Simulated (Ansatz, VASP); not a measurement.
One calculation of Te2Mo, two programs

```xyz
6
Lattice="3.5039 0.0000 0.0000 -1.7519 3.0345 0.0000 0.0000 0.0000 24.7677" Properties=species:S:1:pos:R:3 pbc="T T T"
Te    0.0000    2.0230    4.5000
Te    0.0000    2.0230    8.1339
Te    1.1680    2.0230   13.0639
Te    1.1680    2.0230   16.6977
Mo    1.7519    1.0115    6.3169
Mo    2.9199    1.0115   14.8808
```

Alike in both runs: task single point; functional PBE; dispersion D3(BJ); k mesh 9 × 9 × 1; occupations gaussian, width 0.05 eV; no spin polarisation.

```csv
,VASP,Ansatz
version,VASP 6.6.1,Ansatz 0.2.0
potentials or method,"VASP PAW PBE potentials, release 64 (Te, Mo_sv), cutoff 520 eV","scalar-relativistic, plane waves, PAW"
valence electrons in the cell,52,92
```

Ansatz gave:

```
gap on the k mesh at the Fermi level (eV) : 1.18
least direct gap on the mesh (eV)         : 1.18
rms of the force components (eV/Å)        : 0.027
```

Problem. Estimate VASP's values.

Solution. gap on the k mesh at the Fermi level (eV): 1.18; least direct gap on the mesh (eV): 1.18; rms of the force components (eV/Å): 0.031.

VASP's potentials hold 52 valence electrons a cell and Ansatz's 92, so a difference there can come from the potentials and not from the codes.

Spin-orbit coupling is off throughout.
